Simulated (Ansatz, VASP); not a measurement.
One calculation of Al, two programs

The input INCAR:

```
SYSTEM = Al
ALGO = Fast
EDIFF = 1E-6
ENCUT = 520
GGA = PE
ISIF = 2
ISMEAR = 0
IVDW = 12
LASPH = .True.
LCHARG = .False.
LREAL = .False.
LWAVE = .False.
NBANDS = 14
NELM = 100
PREC = Accurate
SIGMA = 0.15
```

File KPOINTS:

```
k-points
0
Gamma
  18 18 4
  0 0 0
```

The input POSCAR:

```
Al
1.0
    2.8144222650      0.0000000000      0.0000000000
   -1.4072111325      2.4373611785      0.0000000000
    0.0000000000      0.0000000000      9.2410470710
Al
4
Direct
    0.0000000000      0.0000000000      0.0000000000
    0.4482116708      0.8964233416      0.2500000000
    0.0000000000      0.0000000000      0.5000000000
    0.6666666667      0.3333333333      0.7500000000
```

Input for Ansatz:

```yaml
crystal:
  lattice:
    - [2.814422265, 0.0, 0.0]
    - [-1.4072111325, 2.4373611785, 0.0]
    - [0.0, 0.0, 9.241047071]
  atoms:
    - { symbol: Al, position: [0.0, 0.0, 0.0] }
    - { symbol: Al, position: [0.4482116708, 0.8964233416, 0.25] }
    - { symbol: Al, position: [0.0, 0.0, 0.5] }
    - { symbol: Al, position: [0.6666666667, 0.3333333333, 0.75] }
basis:
  ecutwfc: 420
kpoints:
  mp_grid: { grid: [18, 18, 4] }
hamiltonian:
  xc: pbe
  pseudopotentials: { kind: paw, azcp: { folder: soft_1 } }
  dispersion: d3bj
scf:
  occupations: { method: gaussian, width: 0.15 }
output:
  forces: true
  stress: true
  eigenvalues: true
```

Alike in both runs: task single point; functional PBE; dispersion D3(BJ); k mesh 18 × 18 × 4; occupations gaussian, width 0.15 eV; no spin polarisation.

|  | VASP | Ansatz |
| --- | --- | --- |
| version | VASP 6.6.1 | Ansatz 0.2.0 |
| potentials or method | VASP PAW PBE potentials, release 64 (Al), cutoff 520 eV | scalar-relativistic, plane waves, PAW |
| valence electrons in the cell | 12 | 12 |

|  | VASP | Ansatz | Ansatz less VASP |
| --- | --- | --- | --- |
| gap on the k mesh at the Fermi level (eV) | none | none | - |
| pressure (GPa) | 0.9 | 0.9 | 0.00 |
| traceless stress, the component that is largest in VASP (GPa) | 1.53 | 1.53 | -0.004 |
| rms of the force components (eV/Å) | 0.105 | 0.105 | -0.0001 |

Atom by atom the forces differ by 0.000 eV/Å (rms over components). A gap of «none» marks a metal or a gap that the smearing closes.
